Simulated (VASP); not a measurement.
Here is a VASP 6.6.1 calculation.

INCAR

```
SYSTEM = TlH4
PREC = Accurate
ENCUT = 520
EDIFF = 1E-7
ISMEAR = 0
SIGMA = 0.1
LREAL = .False.
LASPH = .True.
NELM = 100
ALGO = Normal
ISIF = 2
LWAVE = .False.
LCHARG = .False.
GGA = PE
NBANDS = 28
```

KPOINTS

```
Automatic mesh
0
Gamma
  4 4 2
  0 0 0
```

File POSCAR:

```
TlH4
1.0
    3.9548928434      0.1546277008      0.2044214027
   -0.1881327864      3.9678144694      0.1482173877
   -0.4601955202     -0.3604701745      7.9716912331
Tl H
2 8
Direct
    0.3993418716      0.4988014992      0.1968552664
    0.4005902411      0.5011827769      0.7017025624
    0.3981443391     -0.0010306454      0.2004060076
    0.9886765385     -0.0308840503      0.4431901439
    0.4014244853      0.5009061773      0.9340155823
    0.3991053079      0.4996875109      0.4682649550
    0.8109931742      0.0302939682      0.4522803415
    0.4017401503      1.0010312560      0.7030565263
    0.8990986439      0.4987623345      0.1959106944
    0.9008852480      0.5012491728      0.7043179203
```

Potentials or basis: VASP PAW PBE potentials, release 64 (Tl_d, H).

Launch:

```bash
$ cat potpaw_PBE.64/Tl_d/POTCAR potpaw_PBE.64/H/POTCAR > POTCAR
$ mpirun -np 1 vasp_std > vasp.out
```

**Question.** Estimate the largest force.

**Answer.** 0.014 eV/Å.

**Question.** Predict the pressure.

**Answer.** -0.1 GPa.

**Question.** Predict the band gap on the k mesh.

**Answer.** Zero (bands 17 and 18 overlap by 4.60 eV).

Stress tensor (GPa, compression positive):
```
-0.12  0.06  0.08
 0.06 -0.15  0.06
 0.08  0.06 -0.11
```

Caveat: the k points lie up to 0.40 Å⁻¹ apart, too coarse for converged energies and pressures of a metal; spin-orbit coupling is left out, which moves the levels of the heavy elements.
